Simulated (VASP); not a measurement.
# CoSi (rocksalt type) (Fm-3m) in VASP: further runs

The runs below take CoSi (rocksalt type) through single point, with PBE.

Everything below comes from runs of VASP 6.6.1. Logs are shortened: lines on timing, memory, paths and dates and some standing lists are left out, and cuts for length are marked.

### 1 The cell of the first run

It takes space group Fm-3m (No. 225, cubic). Conventional cell: a = 4.294 Å, b = 4.294 Å, c = 4.294 Å, α = 90.00°, β = 90.00°, γ = 90.00°. Within 2.8 Å of Co (site symmetry m-3m) lie 6 Si at 2.15 Å. Si (site symmetry m-3m) has 6 Co at 2.15 Å within 2.8 Å.

### 2 Single point, PBE

File INCAR:

```
SYSTEM = CoSi
PREC = Accurate
ENCUT = 520
EDIFF = 1E-7
ISMEAR = -1
SIGMA = 0.08
LREAL = .FALSE.
LASPH = .TRUE.
NELM = 100
ALGO = Normal
ISIF = 2
LWAVE = .FALSE.
LCHARG = .TRUE.
GGA = PE
LELF = .TRUE.
LVHAR = .TRUE.
NBANDS = 14
```

File KPOINTS:

```
regular mesh
0
G
  16 16 16
  0 0 0
```

File POSCAR:

```
CoSi
1.0
    0.0000000000      2.1471279612      2.1471279612
    2.1471279612      0.0000000000      2.1471279612
    2.1471279612      2.1471279612      0.0000000000
Co Si
1 1
Direct
    0.0000000000      0.0000000000      0.0000000000
    0.5000000000      0.5000000000      0.5000000000
```

Potentials or basis: VASP PAW PBE potentials, release 64 (Co, Si).

The run is started by

```sh
$ cat potpaw_PBE.64/Co/POTCAR potpaw_PBE.64/Si/POTCAR > POTCAR
$ mpirun -np 1 vasp_std > vasp.out
```

OUTCAR:

```text
SYSTEM = CoSi
   PREC = Accurate
   ENCUT = 520
   EDIFF = 1E-7
   ISMEAR = -1
   LREAL = .FALSE.
   LASPH = .TRUE.
   NELM = 100
   ISIF = 2
   GGA = PE

 ion  position               nearest neighbor table
   1  0.000  0.000  0.000-   2 2.15   2 2.15   2 2.15   2 2.15   2 2.15   2 2.15
   2  0.500  0.500  0.500-   1 2.15   1 2.15   1 2.15   1 2.15   1 2.15   1 2.15

  LATTYP: Found a face centered cubic cell.
 ALAT       =     4.2942559224

  Lattice vectors:

 A1 = (   0.0000000000,   2.1471279612,   2.1471279612)
 A2 = (   2.1471279612,   0.0000000000,   2.1471279612)
 A3 = (   2.1471279612,   2.1471279612,   0.0000000000)

Analysis of symmetry for initial positions (statically):
=====================================================================
 Subroutine PRICEL returns:
 Original cell was already a primitive cell.

 Routine SETGRP: Setting up the symmetry group for a
 face centered cubic supercell.

 Subroutine GETGRP returns: Found 48 space group operations
 (whereof 48 operations were pure point group operations)
 out of a pool of 48 trial point group operations.

The static configuration has the point symmetry O_h .

Analysis of symmetry for dynamics (positions and initial velocities):
=====================================================================
 Subroutine PRICEL returns:
 Original cell was already a primitive cell.

 Routine SETGRP: Setting up the symmetry group for a
 face centered cubic supercell.

 Subroutine GETGRP returns: Found 48 space group operations
 (whereof 48 operations were pure point group operations)
 out of a pool of 48 trial point group operations.

The dynamic configuration has the point symmetry O_h .

 Subroutine INISYM returns: Found 48 space group operations
 (whereof 48 operations are pure point group operations),
 and found     1 'primitive' translations

----------------------------------------------------------------------------------------

                                     Primitive cell

  volume of cell :      19.7972

  direct lattice vectors                    reciprocal lattice vectors
     0.000000000  2.147127961  2.147127961    -0.232869214  0.232869214  0.232869214
     2.147127961  0.000000000  2.147127961     0.232869214 -0.232869214  0.232869214
     2.147127961  2.147127961  0.000000000     0.232869214  0.232869214 -0.232869214

  length of vectors
     3.036497483  3.036497483  3.036497483     0.403341310  0.403341310  0.403341310

  position of ions in fractional coordinates (direct lattice)
     0.000000000  0.000000000  0.000000000
     0.500000000  0.500000000  0.500000000

  ion indices of the primitive-cell ions
   primitive index   ion index
                 1           1
                 2           2

----------------------------------------------------------------------------------------

 KPOINTS: regular mesh

Automatic generation of k-mesh.
 Grid dimensions read from file:
 generate k-points for:   16   16   16

 Generating k-lattice:

  Cartesian coordinates                     Fractional coordinates (reciprocal lattice)
    -0.014554326  0.014554326  0.014554326     0.062500000  0.000000000  0.000000000
     0.014554326 -0.014554326  0.014554326     0.000000000  0.062500000  0.000000000
     0.014554326  0.014554326 -0.014554326     0.000000000  0.000000000  0.062500000

  Length of vectors
     0.025208832  0.025208832  0.025208832

  Shift w.r.t. Gamma in fractional coordinates (k-lattice)
     0.000000000  0.000000000  0.000000000

 Subroutine IBZKPT returns following result:
 ===========================================

 Found    145 irreducible k-points:

 Following reciprocal coordinates:
            Coordinates               Weight
  0.000000  0.000000  0.000000      1.000000
  0.062500  0.000000  0.000000      8.000000
  0.125000  0.000000  0.000000      8.000000
  0.187500  0.000000  0.000000      8.000000
  0.250000  0.000000  0.000000      8.000000
  0.312500  0.000000  0.000000      8.000000
[... 16 lines left out ...]
 -0.125000  0.062500  0.000000     24.000000
 -0.062500  0.062500  0.000000     12.000000
 [... further k-points ...]
   k-points           NKPTS =    145   k-points in BZ     NKDIM =    145   number of bands    NBANDS=     14
   number of dos      NEDOS =    301   number of ions     NIONS =      2
   total plane-waves  NPLWV =  13824
   dimension x,y,z NGX =    24 NGY =   24 NGZ =   24
   dimension x,y,z NGXF=    48 NGYF=   48 NGZF=   48
   ions per type =               1   1
   NGX,Y,Z   is equivalent  to a cutoff of  13.14, 13.14, 13.14 a.u.
   NGXF,Y,Z  is equivalent  to a cutoff of  26.28, 26.28, 26.28 a.u.
 SYSTEM =  CoSi
   PREC   = accura    normal or accurate (medium, high low for compatibility)
   ISTART =      0    job   : 0-new  1-cont  2-samecut
   ICHARG =      2    charge: 1-file 2-atom 10-const
   ISPIN  =      1    spin polarized calculation?
   LNONCOLLINEAR =      F non collinear calculations
   LSORBIT =      F    spin-orbit coupling
   LASPH  =      T    aspherical Exc in radial PAW
   ENCUT  =  520.0 eV  38.22 Ry    6.18 a.u.   5.65  5.65  5.65*2*pi/ulx,y,z
   NELM   =    100;   NELMIN=  2; NELMDL= -5     # of ELM steps
   EDIFF  = 0.1E-06   stopping-criterion for ELM
   LREAL  =      F    real-space projection
   EDIFFG = 0.1E-05   stopping-criterion for IOM
   NSW    =      0    number of steps for IOM
   IBRION =     -1    ionic relax: 0-MD 1-quasi-New 2-CG
   NFREE  =      0    steps in history (QN), initial steepest desc. (CG)
   ISIF   =      2    stress and relaxation
   ISYM   =      2    0-nonsym 1-usesym 2-fastsym
   POTIM  = 0.5000    time-step for ionic-motion
   TEBEG  =    0.0;   TEEND  =   0.0 temperature during run
   PSTRESS=    0.0 pullay stress
   NELECT =      13.0000    total number of electrons
   NUPDOWN=      -1.0000    fix difference up-down
   EMIN   =  10.00;   EMAX   =-10.00  energy-range for DOS
   EFERMI =   0.00;   METHOD = LEGACY
   ISMEAR =    -1;   SIGMA  =   0.08  broadening in eV -4-tet -1-fermi 0-gaus
   EFERMI_NEDOS =   21; number of points for ismear=-14 and -15
   IALGO  =     38    algorithm
   IMIX   =      4    mixing-type and parameters
     AMIX     =   0.40;   BMIX     =  1.00
     AMIX_MAG =   1.60;   BMIX_MAG =  1.00
  volume/ion in A,a.u.               =       9.90        66.80
  Fermi-wavevector in a.u.,A,eV,Ry     =   1.422945  2.688976 27.548690  2.024772
  Thomas-Fermi vector in A             =   2.543595
   LORBIT       =      0    0 simple, 1 ext, 2 COOP (PROOUT), +10 PAW based schemes
   GGA     = PE    functional components
   LHFCALC =     F    Hartree Fock is set to
   AEXX    =    0.0000 exact exchange contribution
   IVDW    =     0    specifies the selected vdW correction
   LEPSILON=     F    determine dielectric tensor
   LRPA    =     F    only Hartree local field effects (RPA)
 non-spin polarized calculation
  energy-cutoff  :      520.00
  volume of cell :       19.80
 maximum number of plane-waves:       544
   NGX = 11   NGY = 11   NGZ = 11

 number of electron      13.0000006 magnetization

 Free energy of the ion-electron system (eV)
  ---------------------------------------------------
  ext. energy  EPLUGINS =         0.00000000
  ---------------------------------------------------
  free energy    TOTEN  =       -11.34511658 eV

  energy without entropy =      -11.32336366  energy(sigma->0) =      -11.33424012

 E-fermi :  13.7205     XC(G=0): -13.2732

 val. band max:       13.7152832408   @ k =  -0.4375   0.5000   0.0625
 cond. band min:      13.7211485018   @ k =  -0.2500   0.4375   0.1875
 fundamental gap:      0.0058652610
 Fermi energy:        13.7205033776

 k-point     1 :       0.0000    0.0000    0.0000
  band No.  band energies     occupation
      1      -0.5962      2.00000
      2      10.7489      2.00000
      3      10.7489      2.00000
      4      10.7489      2.00000
      5      10.9794      2.00000
      6      10.9794      2.00000
      7      19.3969      0.00000
      8      19.3969      0.00000
      9      19.3969      0.00000
     10      25.6373      0.00000
     11      25.6373      0.00000
     12      25.6373      0.00000
     13      25.9244      0.00000
     14      31.1088      0.00000

 k-point     2 :       0.0625    0.0000    0.0000
  band No.  band energies     occupation
      1      -0.4994      2.00000
      2      10.6687      2.00000
      3      10.7659      2.00000
      4      10.7659      2.00000
      5      10.9505      2.00000
      6      10.9505      2.00000
      7      18.9859      0.00000
      8      19.4661      0.00000
      9      19.4661      0.00000
     10      24.6994      0.00000
     11      25.6877      0.00000
     12      25.6877      0.00000
     13      27.1815      0.00000
     14      30.1879      0.00000

 k-point     3 :       0.1250    0.0000    0.0000
  band No.  band energies     occupation
      1      -0.2107      2.00000
      2      10.4242      2.00000
      3      10.6840      2.00000
      4      10.6840      2.00000
      5      11.0078      2.00000
      6      11.0078      2.00000
      7      17.9564      0.00000
      8      19.6531      0.00000
      9      19.6531      0.00000
     10      23.9560      0.00000
     11      25.7637      0.00000
     12      25.7637      0.00000
     13      28.5486      0.00000
     14      28.9564      0.00000
[... 324 lines left out ...]
 k-point    23 :      -0.1250    0.0625    0.0000
  band No.  band energies     occupation
      1       0.0117      2.00000
      2      10.2823      2.00000
      3      10.5515      2.00000
      4      10.5983      2.00000
      5      10.9839      2.00000
      6      11.1833      2.00000
      7      17.6036      0.00000
      8      18.8413      0.00000
      9      20.3489      0.00000
     10      23.8325      0.00000
     11      25.5744      0.00000
     12      25.7429      0.00000
     13      27.3244      0.00000
     14      29.4276      0.00000

 k-point    24 :      -0.0625    0.0625    0.0000
  band No.  band energies     occupation
      1      -0.3389      2.00000
      2      10.5577      2.00000
      3      10.7047      2.00000
      4      10.8083      2.00000
      5      10.8355      2.00000
      6      11.0299      2.00000
      7      18.6508      0.00000
      8      18.9888      0.00000
      9      19.8646      0.00000
     10      24.2433      0.00000
     11      25.7158      0.00000
     12      25.7357      0.00000
     13      28.1796      0.00000
     14      28.6438      0.00000

 [... further k-points ...]

------------------------ aborting loop because EDIFF is reached ----------------------------------------

  FORCE on cell =-STRESS in cart. coord.  units (eV):
  Direction    XX          YY          ZZ          XY          YZ          ZX
  --------------------------------------------------------------------------------------
  -------------------------------------------------------------------------------------
  Total        8.4579261      8.4579261      8.4579261     -0.0000000      0.0000000      0.0000000
  in kB      684.4956451    684.4956451    684.4956451     -0.0000000      0.0000000      0.0000000
  external PRESSURE =     684.4956451 kB  Pullay stress =       0.0000000 kB

 VOLUME and BASIS-vectors are now :
 -----------------------------------------------------------------------------
  energy-cutoff  :      520.00
  volume of cell :       19.80
      direct lattice vectors                 reciprocal lattice vectors
     0.000000000  2.147127961  2.147127961    -0.232869214  0.232869214  0.232869214
     2.147127961  0.000000000  2.147127961     0.232869214 -0.232869214  0.232869214
     2.147127961  2.147127961  0.000000000     0.232869214  0.232869214 -0.232869214

 POSITION                                       TOTAL-FORCE (eV/Angst)
 -----------------------------------------------------------------------------------
      0.00000      0.00000      0.00000        -0.000000     -0.000000     -0.000000
      2.14713      2.14713      2.14713         0.000000      0.000000      0.000000
 -----------------------------------------------------------------------------------
    total drift:                                0.000000     -0.000000     -0.000000

  FREE ENERGIE OF THE ION-ELECTRON SYSTEM (eV)
  ---------------------------------------------------
  free  energy   TOTEN  =       -11.3451165787 eV

  energy  without entropy=      -11.3233636566  energy(sigma->0) =      -11.33424012
```

It took 28 s on 1 thread of AMD EPYC 7R13 (Zen 3), shared host; peak memory 0.14 GiB.

What came out:

* Free energy: -11.3451 eV
* Pressure: 68.4 GPa

Levels at points of the mesh, in eV from the Fermi level:
| k point | band 3 | band 4 | band 5 | band 6 | band 7 | band 8 | band 9 | band 10 |
| --- | --- | --- | --- | --- | --- | --- | --- | --- |
| (0.00, 0.00, 0.00) | -2.97 | -2.97 | -2.74 | -2.74 | 5.68 | 5.68 | 5.68 | 11.92 |
| (0.50, 0.00, 0.00) | -4.07 | -4.07 | -1.40 | -1.40 | -0.31 | 7.26 | 7.26 | 7.79 |
| (0.50, 0.50, 0.00) | -4.70 | -2.07 | -1.05 | -1.05 | 0.01 | 0.01 | 0.36 | 6.95 |

### 3 Single point, PBE

This run uses another cell than the first one, of 12.68 Å³/atom, 1.281 times its volume.

File INCAR:

```
ALGO     = Normal         # electronic algorithm
EDIFF    = 1E-6           # SCF threshold, eV
ENCUT    = 520            # plane-wave cutoff, eV
GGA      = PE             # functional
ISIF     = 2              # what is computed and relaxed
ISMEAR   = -1             # smearing method
LASPH    = T              # aspherical terms in the spheres
LCHARG   = F              # write CHGCAR
LREAL    = F              # projectors in reciprocal space
LWAVE    = F              # write WAVECAR
NBANDS   = 14             # bands
NELM     = 80             # most SCF steps
PREC     = Accurate       # precision mode
SIGMA    = 0.08           # smearing width, eV
```

File KPOINTS:

```
k-points
0
Gamma
  15 15 15
```

File POSCAR:

```
CoSi
1.0
    0.0000000000      2.3318179300      2.3318179300
    2.3318179300      0.0000000000      2.3318179300
    2.3318179300      2.3318179300      0.0000000000
Co Si
1 1
Direct
    0.0000000000      0.0000000000      0.0000000000
    0.5000000000      0.5000000000      0.5000000000
```

Potentials or basis: VASP PAW PBE potentials, release 64 (Co, Si).

The run is started by

```sh
$ cat potpaw_PBE.64/Co/POTCAR potpaw_PBE.64/Si/POTCAR > POTCAR
$ mpirun -np 1 vasp_std > vasp.out
```

OUTCAR:

```text
EDIFF = 1E-6
   ENCUT = 520
   GGA = PE
   ISIF = 2
   ISMEAR = -1
   LASPH = T
   LREAL = F
   NELM = 80
   PREC = Accurate

 ion  position               nearest neighbor table
   1  0.000  0.000  0.000-   2 2.33   2 2.33   2 2.33   2 2.33   2 2.33   2 2.33
   2  0.500  0.500  0.500-   1 2.33   1 2.33   1 2.33   1 2.33   1 2.33   1 2.33

  LATTYP: Found a face centered cubic cell.
 ALAT       =     4.6636358600

  Lattice vectors:

 A1 = (   0.0000000000,   2.3318179300,   2.3318179300)
 A2 = (   2.3318179300,   0.0000000000,   2.3318179300)
 A3 = (   2.3318179300,   2.3318179300,   0.0000000000)

Analysis of symmetry for initial positions (statically):
=====================================================================
 Subroutine PRICEL returns:
 Original cell was already a primitive cell.

 Routine SETGRP: Setting up the symmetry group for a
 face centered cubic supercell.

 Subroutine GETGRP returns: Found 48 space group operations
 (whereof 48 operations were pure point group operations)
 out of a pool of 48 trial point group operations.

[... 173 lines left out ...]
      3       7.9035      2.00000
      4       7.9035      2.00000
      5       7.9894      2.00000
      6       7.9894      2.00000
      7      14.1906      0.00000
      8      14.1906      0.00000
      9      14.1906      0.00000
     10      20.5409      0.00000
     11      20.5409      0.00000
     12      20.5409      0.00000
     13      21.7963      0.00000
     14      23.5454      0.00000
[... 377 lines left out ...]
      1      -1.5609      2.00000
      2       7.2258      2.00000
      3       7.5217      2.00000
      4       7.8508      2.00000
      5       8.0282      2.00000
      6       8.1952      2.00000
      7      12.6279      0.00000
      8      13.3093      0.00000
      9      14.4758      0.00000
     10      18.5003      0.00000
     11      18.9020      0.00000
     12      21.3345      0.00000
     13      21.4378      0.00000
     14      24.9736      0.00000

 [... further k-points ...]

------------------------ aborting loop because EDIFF is reached ----------------------------------------

  FORCE on cell =-STRESS in cart. coord.  units (eV):
  Direction    XX          YY          ZZ          XY          YZ          ZX
  --------------------------------------------------------------------------------------
  -------------------------------------------------------------------------------------
  Total       -0.0045236     -0.0045236     -0.0045236     -0.0000000      0.0000000     -0.0000000
  in kB       -0.2858114     -0.2858114     -0.2858114     -0.0000000      0.0000000     -0.0000000
  external PRESSURE =      -0.2858114 kB  Pullay stress =       0.0000000 kB

 VOLUME and BASIS-vectors are now :
 -----------------------------------------------------------------------------
  energy-cutoff  :      520.00
  volume of cell :       25.36
      direct lattice vectors                 reciprocal lattice vectors
     0.000000000  2.331817930  2.331817930    -0.214424974  0.214424974  0.214424974
     2.331817930  0.000000000  2.331817930     0.214424974 -0.214424974  0.214424974
     2.331817930  2.331817930  0.000000000     0.214424974  0.214424974 -0.214424974

 POSITION                                       TOTAL-FORCE (eV/Angst)
 -----------------------------------------------------------------------------------
      0.00000      0.00000      0.00000         0.000000      0.000000      0.000000
      2.33182      2.33182      2.33182        -0.000000     -0.000000     -0.000000
 -----------------------------------------------------------------------------------
    total drift:                               -0.000000      0.000000      0.000000

  FREE ENERGIE OF THE ION-ELECTRON SYSTEM (eV)
  ---------------------------------------------------
  free  energy   TOTEN  =       -12.2982188841 eV

  energy  without entropy=      -12.2658051808  energy(sigma->0) =      -12.28201203
```

OSZICAR:

```text
N       E                     dE             d eps       ncg     rms          rms(c)
DAV:   1     0.435228970243E+02    0.43523E+02   -0.53833E+03  3400   0.936E+02
DAV:   2    -0.114452240308E+02   -0.54968E+02   -0.50135E+02  3636   0.182E+02
DAV:   3    -0.135490165281E+02   -0.21038E+01   -0.20702E+01  4212   0.393E+01
DAV:   4    -0.135802113713E+02   -0.31195E-01   -0.31181E-01  3916   0.437E+00
DAV:   5    -0.135811223417E+02   -0.91097E-03   -0.91094E-03  4334   0.782E-01    0.123E+01
DAV:   6    -0.169832403075E+02   -0.34021E+01   -0.48064E+01  3528   0.912E+01    0.177E+01
DAV:   7    -0.122972233828E+02    0.46860E+01   -0.21150E+01  3780   0.634E+01    0.189E+00
DAV:   8    -0.123042935304E+02   -0.70701E-02   -0.24626E-01  3912   0.376E+00    0.116E+00
DAV:   9    -0.122982596596E+02    0.60339E-02   -0.29899E-02  4580   0.203E+00    0.212E-01
DAV:  10    -0.122982640312E+02   -0.43716E-05   -0.18957E-03  4810   0.557E-01    0.117E-01
DAV:  11    -0.122982225695E+02    0.41462E-04   -0.38810E-04  4644   0.227E-01    0.236E-02
DAV:  12    -0.122982200053E+02    0.25642E-05   -0.75225E-06  3800   0.239E-02    0.524E-03
DAV:  13    -0.122982188557E+02    0.11496E-05   -0.17046E-06  2196   0.117E-02    0.256E-03
DAV:  14    -0.122982188841E+02   -0.28401E-07   -0.14277E-07  1938   0.309E-03
   1 F= -.12298219E+02 E0= -.12282012E+02  d E =-.324137E-01
```

stdout:

```text
POSCAR found type information on POSCAR CoSi
 POSCAR found :  2 types and       2 ions
 scaLAPACK will be used
 LDA part: xc-table for (Slater+PW92), standard interpolation
 POSCAR, INCAR and KPOINTS ok, starting setup
 FFT: planning ... GRIDC
 FFT: planning ... GRID_SOFT
 FFT: planning ... GRID
 WAVECAR not read
 entering main loop
```

Wall time 37 s (1 thread of AMD EPYC 7R13 (Zen 3), shared host); peak memory 0.15 GiB.

What came out:

- Free energy: -12.2982 eV
- Pressure: 0.0 GPa

Spin polarisation is off, so any magnetic state and its effect on volume and gap are missing.
